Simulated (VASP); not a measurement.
# Nb (Fm-3m) in VASP: a series of runs, part 3 of 3

VASP 6.6.1. Earlier steps stand in the parts before.

## (5) Single point, BLYP

This run uses another cell than the first one, of 19.50 Å³/atom, 0.962 times its volume.

INCAR

```
  PREC = Accurate
  ENCUT = 520
  EDIFF = 1E-6
  ISMEAR = -1
  SIGMA = 0.1
  LREAL = False
  LASPH = True
  NELM = 80
  ALGO = Normal
  ISIF = 2
  LWAVE = False
  LCHARG = True
  GGA = B5
  ALDAX = 1.0
  AGGAX = 1.0
  AGGAC = 1.0
  ALDAC = 0.0
  LELF = True
  LVHAR = True
  NBANDS = 12
```

KPOINTS

```
regular mesh
0
Gamma
  21 21 21
```

POSCAR

```
Nb
1.0
    0.0000000000      2.1364114232      2.1364114232
    2.1364114232      0.0000000000      2.1364114232
    2.1364114232      2.1364114232      0.0000000000
Nb
1
Direct
    0.0000000000      0.0000000000      0.0000000000
```

Potentials or basis: VASP PAW PBE potentials, release 64 (Nb_sv).

Started as:

```bash
cat potpaw_PBE.64/Nb_sv/POTCAR > POTCAR
mpirun -np 1 vasp_std > vasp.out
```

OUTCAR:

```text
PREC = Accurate
   ENCUT = 520
   EDIFF = 1E-6
   ISMEAR = -1
   LREAL = False
   LASPH = True
   NELM = 80
   ISIF = 2
   GGA = B5

 ion  position               nearest neighbor table
   1  0.000  0.000  0.000-

  LATTYP: Found a face centered cubic cell.
 ALAT       =     4.2728228464

  Lattice vectors:

 A1 = (   0.0000000000,   2.1364114232,   2.1364114232)
 A2 = (   2.1364114232,   0.0000000000,   2.1364114232)
 A3 = (   2.1364114232,   2.1364114232,   0.0000000000)

Analysis of symmetry for initial positions (statically):
=====================================================================
 Subroutine PRICEL returns:
 Original cell was already a primitive cell.

 Routine SETGRP: Setting up the symmetry group for a
 face centered cubic supercell.

 Subroutine GETGRP returns: Found 48 space group operations
 (whereof 48 operations were pure point group operations)
 out of a pool of 48 trial point group operations.

The static configuration has the point symmetry O_h .

Analysis of symmetry for dynamics (positions and initial velocities):
=====================================================================
 Subroutine PRICEL returns:
 Original cell was already a primitive cell.

 Routine SETGRP: Setting up the symmetry group for a
 face centered cubic supercell.

 Subroutine GETGRP returns: Found 48 space group operations
 (whereof 48 operations were pure point group operations)
 out of a pool of 48 trial point group operations.

The dynamic configuration has the point symmetry O_h .

 Subroutine INISYM returns: Found 48 space group operations
 (whereof 48 operations are pure point group operations),
 and found     1 'primitive' translations

----------------------------------------------------------------------------------------

                                     Primitive cell
[... 106 lines left out ...]
   IALGO  =     38    algorithm
   IMIX   =      4    mixing-type and parameters
     AMIX     =   0.40;   BMIX     =  1.00
     AMIX_MAG =   1.60;   BMIX_MAG =  1.00
  volume/ion in A,a.u.               =      19.50       131.61
  Fermi-wavevector in a.u.,A,eV,Ry     =   1.430082  2.702464 27.825760  2.045136
  Thomas-Fermi vector in A             =   2.549966
   LORBIT       =      0    0 simple, 1 ext, 2 COOP (PROOUT), +10 PAW based schemes
   GGA     = B5    functional components
   LHFCALC =     F    Hartree Fock is set to
   AEXX    =    0.0000 exact exchange contribution
   IVDW    =     0    specifies the selected vdW correction
   LEPSILON=     F    determine dielectric tensor
   LRPA    =     F    only Hartree local field effects (RPA)
 non-spin polarized calculation
  energy-cutoff  :      520.00
  volume of cell :       19.50
 maximum number of plane-waves:       536
   NGX = 11   NGY = 11   NGZ = 11

 number of electron      12.9999999 magnetization

 Free energy of the ion-electron system (eV)
  ---------------------------------------------------
  ext. energy  EPLUGINS =         0.00000000
  ---------------------------------------------------
  free energy    TOTEN  =        -8.57374301 eV

  energy without entropy =       -8.51955447  energy(sigma->0) =       -8.54664874

 E-fermi :  10.9833     XC(G=0): -11.4912

 val. band max:       10.9761632111   @ k =  -0.4762   0.1905   0.0952
 cond. band min:      10.9834598114   @ k =   0.3810   0.0952   0.0476
 fundamental gap:      0.0072966003
 Fermi energy:        10.9833486409

 k-point     1 :       0.0000    0.0000    0.0000
  band No.  band energies     occupation
      1     -43.7324      2.00000
      2     -19.3038      2.00000
      3     -19.3038      2.00000
      4     -19.3038      2.00000
      5       5.0340      2.00000
      6      11.0366      0.73982
      7      11.0366      0.73981
      8      11.0366      0.73981
      9      13.4687      0.00000
     10      13.4687      0.00000
     11      22.8639      0.00000
     12      27.5192      0.00000
[... 331 lines left out ...]
 k-point    24 :      -0.3810    0.0476    0.0000
  band No.  band energies     occupation
      1     -43.5807      2.00000
      2     -20.2480      2.00000
      3     -19.4531      2.00000
      4     -19.4236      2.00000
      5       7.4120      2.00000
      6      10.9340      1.24197
      7      11.0506      0.67594
      8      11.5217      0.00914
      9      14.6101      0.00000
     10      15.1969      0.00000
     11      21.5711      0.00000
     12      23.6873      0.00000

 [... further k-points ...]
[... 5 lines left out ...]
  --------------------------------------------------------------------------------------
  -------------------------------------------------------------------------------------
  Total       -0.0280104     -0.0280104     -0.0280104      0.0000000     -0.0000000      0.0000000
  in kB       -2.3011551     -2.3011551     -2.3011551      0.0000000     -0.0000000      0.0000000
  external PRESSURE =      -2.3011551 kB  Pullay stress =       0.0000000 kB

 VOLUME and BASIS-vectors are now :
 -----------------------------------------------------------------------------
  energy-cutoff  :      520.00
  volume of cell :       19.50
      direct lattice vectors                 reciprocal lattice vectors
     0.000000000  2.136411423  2.136411423    -0.234037318  0.234037318  0.234037318
     2.136411423  0.000000000  2.136411423     0.234037318 -0.234037318  0.234037318
     2.136411423  2.136411423  0.000000000     0.234037318  0.234037318 -0.234037318

 POSITION                                       TOTAL-FORCE (eV/Angst)
 -----------------------------------------------------------------------------------
      0.00000      0.00000      0.00000        -0.000000      0.000000      0.000000
 -----------------------------------------------------------------------------------
    total drift:                               -0.000000     -0.000000      0.000000

  FREE ENERGIE OF THE ION-ELECTRON SYSTEM (eV)
  ---------------------------------------------------
  free  energy   TOTEN  =        -8.5737430117 eV

  energy  without entropy=       -8.5195544727  energy(sigma->0) =       -8.54664874
```

OSZICAR:

```text
N       E                     dE             d eps       ncg     rms          rms(c)
DAV:   1     0.117590678460E+03    0.11759E+03   -0.72377E+03  6896   0.107E+03
DAV:   2    -0.401591647808E+01   -0.12161E+03   -0.11735E+03  7504   0.385E+02
DAV:   3    -0.866054246377E+01   -0.46446E+01   -0.44143E+01  9996   0.651E+01
DAV:   4    -0.897715826506E+01   -0.31662E+00   -0.31346E+00  9700   0.154E+01
DAV:   5    -0.898798785832E+01   -0.10830E-01   -0.10823E-01 10136   0.244E+00    0.632E+00
DAV:   6    -0.860918548902E+01    0.37880E+00   -0.61348E-01 10960   0.945E+00    0.220E+00
DAV:   7    -0.856955989737E+01    0.39626E-01   -0.16463E-01 11292   0.480E+00    0.882E-01
DAV:   8    -0.857368546858E+01   -0.41256E-02   -0.10067E-02  8180   0.129E+00    0.445E-02
DAV:   9    -0.857373451137E+01   -0.49043E-04   -0.69830E-04 11544   0.278E-01    0.357E-02
DAV:  10    -0.857374782796E+01   -0.13317E-04   -0.18650E-05  7980   0.521E-02    0.110E-02
DAV:  11    -0.857374302136E+01    0.48066E-05   -0.44673E-06  8956   0.303E-02    0.339E-03
DAV:  12    -0.857374301173E+01    0.96352E-08   -0.18484E-07  5164   0.518E-03
   1 F= -.85737430E+01 E0= -.85466487E+01  d E =-.541885E-01
```

stdout:

```text
POSCAR found type information on POSCAR Nb
 POSCAR found :  1 types and       1 ions
 scaLAPACK will be used
 -----------------------------------------------------------------------------
|                                                                             |
|                                                                             |
|     You enforced a specific xc type in the INCAR file but a different       |
|     I HOPE YOU KNOW WHAT YOU ARE DOING!                                     |
|                                                                             |
 -----------------------------------------------------------------------------

 LDA part: xc-table for (Slater(with rela. corr.)+VWN5), standard interpolation
 POSCAR, INCAR and KPOINTS ok, starting setup
 FFT: planning ... GRIDC
 FFT: planning ... GRID_SOFT
 FFT: planning ... GRID
 WAVECAR not read
 entering main loop
```

Wall time 2.5 min (1 thread of AMD EPYC, shared host); peak memory 0.15 GiB.

Results:

```
Free energy : -8.5737 eV
Pressure    : -0.2 GPa
```

Levels at points of the mesh, in eV from the Fermi level:
| k point | band 2 | band 3 | band 4 | band 5 | band 6 | band 7 | band 8 | band 9 | band 10 | band 11 |
| --- | --- | --- | --- | --- | --- | --- | --- | --- | --- | --- |
| (0.00, 0.00, 0.00) | -30.29 | -30.29 | -30.29 | -5.95 | 0.05 | 0.05 | 0.05 | 2.49 | 2.49 | 11.88 |

Caveat: the PAW data sets were made with another functional, which shifts forces and pressure a little.

## (6) The runs side by side

```csv
cell,k mesh,gap on the mesh (eV),pressure (GPa)
"a = 3.061 Å, angles 60.0°, 1 atom",14 × 14 × 14,none,-5.7
"a = 3.100 Å, angles 60.0°, 1 atom",14 × 14 × 14,none,-10.2
"a = 3.138 Å, angles 60.0°, 1 atom",14 × 14 × 14,none,-13.8
"a = 3.021 Å, angles 60.0°, 1 atom",21 × 21 × 21,none,-0.2
```

Alike in all rows: task single point; level BLYP; potentials or basis VASP PAW PBE potentials, release 64 (Nb_sv); no spin polarisation; cutoff (eV) 520; smearing fermi-dirac 0.1 eV.

Caveats: the PAW data sets were made with another functional, which shifts forces and pressure a little.

Absolute energies hang on the potentials; compare differences alone.
